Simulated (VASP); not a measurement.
# TiB2 (P6/mmm) in VASP: notebook

The runs below take TiB2 through density of states, with LDA, revPBE, BLYP, LDA+U.

All numbers are computed with VASP 6.6.1; they aren't measurements. Logs are shortened: lines on timing, memory, paths and dates and some standing lists are left out, and cuts for length are marked.

## (1) The cell of the first run

The structure is hexagonal, space group P6/mmm (No. 191). The conventional cell has a = 3.029 Å, b = 3.029 Å, c = 3.228 Å, α = 90.00°, β = 90.00°, γ = 120.00°. Within 3.1 Å of Ti (site symmetry 6/mmm) lie 12 B at 2.38 Å and 6 Ti at 3.03 Å. B (site symmetry -6m2) has 3 B at 1.75 Å within 2.3 Å.

## (2) Density of states, LDA

Contents of POSCAR:

```
TiB2
1.0
    3.0292000000      0.0000000000      0.0000000000
   -1.5146000000      2.6233641531      0.0000000000
    0.0000000000      0.0000000000      3.2284000000
Ti B
1 2
Direct
    0.0000000000      0.0000000000      0.0000000000
    0.6666666667      0.3333333333      0.5000000000
    0.3333333333      0.6666666667      0.5000000000
```

Contents of INCAR.step1:

```
ALGO = Normal
EDIFF = 1E-6
ENCUT = 520
ISIF = 2
ISMEAR = -1
LASPH = True
LCHARG = True
LMAXMIX = 4
LREAL = False
LWAVE = False
NBANDS = 16
NELM = 100
PREC = Accurate
SIGMA = 0.05
```

Contents of KPOINTS.step1:

```
k-points
0
Gamma
  6 6 5
```

Contents of INCAR.step2:

```
ALGO = Normal
EDIFF = 1E-6
ENCUT = 520
ICHARG = 11
ISIF = 2
ISMEAR = -5
LASPH = True
LCHARG = False
LMAXMIX = 4
LORBIT = 11
LREAL = False
LWAVE = False
NBANDS = 16
NEDOS = 2001
NELM = 100
PREC = Accurate
SIGMA = 0.05
```

Contents of KPOINTS.step2:

```
k-points
0
Gamma
  9 9 8
```

Potentials or basis: VASP PAW LDA potentials, release 64 (Ti_sv, B).

Launch:

```console
$ cat potpaw_LDA.64/Ti_sv/POTCAR potpaw_LDA.64/B/POTCAR > POTCAR
$ cp INCAR.step1 INCAR
$ cp KPOINTS.step1 KPOINTS
$ mpirun -np 1 vasp_std > vasp.out
$ cp INCAR.step2 INCAR
$ cp KPOINTS.step2 KPOINTS
$ mpirun -np 1 vasp_std > vasp.out
```

OUTCAR:

```text
EDIFF = 1E-6
   ENCUT = 520
   ICHARG = 11
   ISIF = 2
   ISMEAR = -5
   LASPH = True
   LORBIT = 11
   LREAL = False
   NELM = 100
   PREC = Accurate

 ion  position               nearest neighbor table
   1  0.000  0.000  0.000-   2 2.38   3 2.38   2 2.38   3 2.38   3 2.38   3 2.38   2 2.38   2 2.38
                             2 2.38   2 2.38   3 2.38   3 2.38
   2  0.667  0.333  0.500-   3 1.75   3 1.75   3 1.75   1 2.38   1 2.38   1 2.38   1 2.38   1 2.38
                             1 2.38
   3  0.333  0.667  0.500-   2 1.75   2 1.75   2 1.75   1 2.38   1 2.38   1 2.38   1 2.38   1 2.38
                             1 2.38

  LATTYP: Found a hexagonal cell.
 ALAT       =     3.0292000000
 C/A-ratio  =     1.0657599366

  Lattice vectors:

 A1 = (   3.0292000000,   0.0000000000,   0.0000000000)
 A2 = (  -1.5146000000,   2.6233641531,   0.0000000000)
 A3 = (   0.0000000000,   0.0000000000,   3.2284000000)

Analysis of symmetry for initial positions (statically):
=====================================================================
 Subroutine PRICEL returns:
 Original cell was already a primitive cell.

 Routine SETGRP: Setting up the symmetry group for a
 hexagonal supercell.

 Subroutine GETGRP returns: Found 24 space group operations
 (whereof 24 operations were pure point group operations)
 out of a pool of 24 trial point group operations.

The static configuration has the point symmetry D_6h.

Analysis of symmetry for dynamics (positions and initial velocities):
=====================================================================
 Subroutine PRICEL returns:
 Original cell was already a primitive cell.

 Routine SETGRP: Setting up the symmetry group for a
 hexagonal supercell.

 Subroutine GETGRP returns: Found 24 space group operations
 (whereof 24 operations were pure point group operations)
 out of a pool of 24 trial point group operations.

The dynamic configuration has the point symmetry D_6h.

 Subroutine INISYM returns: Found 24 space group operations
 (whereof 24 operations are pure point group operations),
 and found     1 'primitive' translations

----------------------------------------------------------------------------------------

                                     Primitive cell

  volume of cell :      25.6551

  direct lattice vectors                    reciprocal lattice vectors
     3.029200000  0.000000000  0.000000000     0.330120164  0.190594965  0.000000000
    -1.514600000  2.623364153  0.000000000     0.000000000  0.381189931  0.000000000
     0.000000000  0.000000000  3.228400000     0.000000000  0.000000000  0.309750960

  length of vectors
     3.029200000  3.029200000  3.228400000     0.381189931  0.381189931  0.309750960

  position of ions in fractional coordinates (direct lattice)
     0.000000000  0.000000000  0.000000000
     0.666666667  0.333333333  0.500000000
     0.333333333  0.666666667  0.500000000

  ion indices of the primitive-cell ions
   primitive index   ion index
                 1           1
                 2           2
                 3           3

----------------------------------------------------------------------------------------

 KPOINTS: k-points

Automatic generation of k-mesh.
 Grid dimensions read from file:
 generate k-points for:    9    9    8

 Generating k-lattice:

  Cartesian coordinates                     Fractional coordinates (reciprocal lattice)
     0.036680018  0.021177218  0.000000000     0.111111111  0.000000000  0.000000000
     0.000000000  0.042354437  0.000000000     0.000000000  0.111111111  0.000000000
     0.000000000  0.000000000  0.038718870     0.000000000  0.000000000  0.125000000

  Length of vectors
     0.042354437  0.042354437  0.038718870

  Shift w.r.t. Gamma in fractional coordinates (k-lattice)
     0.000000000  0.000000000  0.000000000

 TETIRR: Found    656 inequivalent tetrahedra from     3888

 Subroutine IBZKPT returns following result:
 ===========================================

 Found     60 irreducible k-points:

 Following reciprocal coordinates:
            Coordinates               Weight
  0.000000  0.000000  0.000000      1.000000
  0.111111 -0.000000  0.000000      6.000000
  0.222222  0.000000  0.000000      6.000000
  0.333333  0.000000  0.000000      6.000000
  0.444444  0.000000  0.000000      6.000000
  0.111111  0.111111  0.000000      6.000000
[... 16 lines left out ...]
  0.333333  0.222222  0.125000     24.000000
  0.333333  0.333333  0.125000      4.000000
 [... further k-points ...]
   k-points           NKPTS =     60   k-points in BZ     NKDIM =     60   number of bands    NBANDS=     16
   number of dos      NEDOS =   2001   number of ions     NIONS =      3
   total plane-waves  NPLWV =  13824
   dimension x,y,z NGX =    24 NGY =   24 NGZ =   24
   dimension x,y,z NGXF=    48 NGYF=   48 NGZF=   48
   ions per type =               1   2
   NGX,Y,Z   is equivalent  to a cutoff of  13.17, 13.17, 12.36 a.u.
   NGXF,Y,Z  is equivalent  to a cutoff of  26.34, 26.34, 24.72 a.u.
 SYSTEM =  unknown system
   PREC   = accura    normal or accurate (medium, high low for compatibility)
   ISTART =      0    job   : 0-new  1-cont  2-samecut
   ICHARG =     11    charge: 1-file 2-atom 10-const
   ISPIN  =      1    spin polarized calculation?
   LNONCOLLINEAR =      F non collinear calculations
   LSORBIT =      F    spin-orbit coupling
   LASPH  =      T    aspherical Exc in radial PAW
   ENCUT  =  520.0 eV  38.22 Ry    6.18 a.u.   5.63  5.63  6.00*2*pi/ulx,y,z
   NELM   =    100;   NELMIN=  2; NELMDL=  0     # of ELM steps
   EDIFF  = 0.1E-05   stopping-criterion for ELM
   LREAL  =      F    real-space projection
   EDIFFG = 0.1E-04   stopping-criterion for IOM
   NSW    =      0    number of steps for IOM
   IBRION =     -1    ionic relax: 0-MD 1-quasi-New 2-CG
   NFREE  =      0    steps in history (QN), initial steepest desc. (CG)
   ISIF   =      2    stress and relaxation
   ISYM   =      2    0-nonsym 1-usesym 2-fastsym
   POTIM  = 0.5000    time-step for ionic-motion
   TEBEG  =    0.0;   TEEND  =   0.0 temperature during run
   PSTRESS=    0.0 pullay stress
   NELECT =      18.0000    total number of electrons
   NUPDOWN=      -1.0000    fix difference up-down
   EMIN   =  10.00;   EMAX   =-10.00  energy-range for DOS
   EFERMI =   0.00;   METHOD = LEGACY
   ISMEAR =    -5;   SIGMA  =   0.05  broadening in eV -4-tet -1-fermi 0-gaus
   EFERMI_NEDOS =   21; number of points for ismear=-14 and -15
   IALGO  =     38    algorithm
   IMIX   =      4    mixing-type and parameters
     AMIX     =   0.40;   BMIX     =  1.00
     AMIX_MAG =   1.60;   BMIX_MAG =  1.00
  volume/ion in A,a.u.               =       8.55        57.71
  Fermi-wavevector in a.u.,A,eV,Ry     =   1.454703  2.748990 28.792122  2.116161
  Thomas-Fermi vector in A             =   2.571823
   LORBIT       =     11    0 simple, 1 ext, 2 COOP (PROOUT), +10 PAW based schemes
   GGA     = CA    functional components
   LHFCALC =     F    Hartree Fock is set to
   AEXX    =    0.0000 exact exchange contribution
   IVDW    =     0    specifies the selected vdW correction
   LEPSILON=     F    determine dielectric tensor
   LRPA    =     F    only Hartree local field effects (RPA)
 non-spin polarized calculation
 Fermi weights with tetrahedron method with Bloechl corrections
  energy-cutoff  :      520.00
  volume of cell :       25.66
 maximum number of plane-waves:       721
 NGX is ok and might be reduce to    24

 number of electron      18.0000002 magnetization

 Free energy of the ion-electron system (eV)
  ---------------------------------------------------
  ext. energy  EPLUGINS =         0.00000000
  ---------------------------------------------------
  free energy    TOTEN  =       -26.87819325 eV

  energy without entropy =      -26.87819325  energy(sigma->0) =      -26.87819325

 E-fermi :  10.0051     XC(G=0): -12.9525

 val. band max:       10.2819285458   @ k =   0.0000   0.0000   0.2500
 cond. band min:       9.7304304335   @ k =   0.0000   0.0000   0.5000
 fundamental gap:     -0.5514981124
 Fermi energy:        10.0050725943

 k-point     1 :       0.0000    0.0000    0.0000
  band No.  band energies     occupation
      1     -46.3182      2.00000
      2     -23.0835      2.00000
      3     -22.7254      2.00000
      4     -22.7254      2.00000
      5      -3.3776      2.00000
      6       7.3365      2.00000
[... 8 lines left out ...]
     15      15.7157      0.00000
     16      17.0280      0.00000

 k-point     2 :       0.1111   -0.0000    0.0000
  band No.  band energies     occupation
      1     -46.3115      2.00000
      2     -23.0751      2.00000
      3     -22.7756      2.00000
      4     -22.7368      2.00000
      5      -3.1423      2.00000
      6       6.6955      2.00000
[... 8 lines left out ...]
     15      16.9883      0.00000
     16      17.7509      0.00000

 k-point     3 :       0.2222    0.0000    0.0000
  band No.  band energies     occupation
      1     -46.2944      2.00000
      2     -23.0539      2.00000
      3     -22.9014      2.00000
      4     -22.7655      2.00000
      5      -2.4604      2.00000
      6       5.1882      2.00000
[... 8 lines left out ...]
     15      17.5040      0.00000
     16      19.1974      0.00000
[... 362 lines left out ...]
 k-point    23 :       0.3333    0.2222    0.1250
  band No.  band energies     occupation
      1     -46.2543      2.00000
      2     -23.0747      2.00000
      3     -23.0336      2.00000
      4     -22.9195      2.00000
      5       0.6207      2.00000
      6       2.1243      2.00000
[... 8 lines left out ...]
     15      19.8330      0.00000
     16      20.0632      0.00000

 k-point    24 :       0.3333    0.3333    0.1250
  band No.  band energies     occupation
      1     -46.2509      2.00000
      2     -23.0292      2.00000
      3     -23.0123      2.00000
      4     -23.0123      2.00000
      5       1.7425      2.00000
      6       1.7425      2.00000
[... 8 lines left out ...]
     15      20.4687      0.00000
     16      20.4687      0.00000

 [... further k-points ...]

------------------------ aborting loop because EDIFF is reached ----------------------------------------

  FORCE on cell =-STRESS in cart. coord.  units (eV):
  Direction    XX          YY          ZZ          XY          YZ          ZX
  --------------------------------------------------------------------------------------
  -------------------------------------------------------------------------------------
  Total       -1.4897168     -1.4897168     -2.1511666      0.0000000      0.0000000      0.0000000
  in kB      -93.0337311    -93.0337311   -134.3416737      0.0000000      0.0000000      0.0000000
  external PRESSURE =    -106.8030453 kB  Pullay stress =       0.0000000 kB

 VOLUME and BASIS-vectors are now :
 -----------------------------------------------------------------------------
  energy-cutoff  :      520.00
  volume of cell :       25.66
      direct lattice vectors                 reciprocal lattice vectors
     3.029200000  0.000000000  0.000000000     0.330120164  0.190594965  0.000000000
    -1.514600000  2.623364153  0.000000000     0.000000000  0.381189931  0.000000000
     0.000000000  0.000000000  3.228400000     0.000000000  0.000000000  0.309750960

 POSITION                                       TOTAL-FORCE (eV/Angst)
 -----------------------------------------------------------------------------------
      0.00000      0.00000      0.00000         0.000000      0.000000      0.000000
      1.51460      0.87445      1.61420         0.000000     -0.000000      0.000000
     -0.00000      1.74891      1.61420        -0.000000      0.000000     -0.000000
 -----------------------------------------------------------------------------------
    total drift:                                0.000000      0.000000      0.000000

  FREE ENERGIE OF THE ION-ELECTRON SYSTEM (eV)
  ---------------------------------------------------
  free  energy   TOTEN  =       -26.8781932463 eV

  energy  without entropy=      -26.8781932463  energy(sigma->0) =      -26.87819325

 total charge

# of ion       s       p       d       tot
------------------------------------------
    1        2.178   6.212   2.064  10.454
    2        0.681   1.331   0.000   2.013
    3        0.681   1.331   0.000   2.013
--------------------------------------------------
tot          3.541   8.874   2.064  14.480
```

Wall time 38 s (1 thread of AMD EPYC 7R13, shared host); peak memory 0.11 GiB.

Results:

| Quantity | Value |
| --- | --- |
| Valence electrons inside the program's atomic spheres | Ti 10.45; B 2.01 |

Caveat: the k points lie up to 0.40 Å⁻¹ apart; tetrahedron occupations give inexact forces and stress in metals.

[end of part 1 of 3]
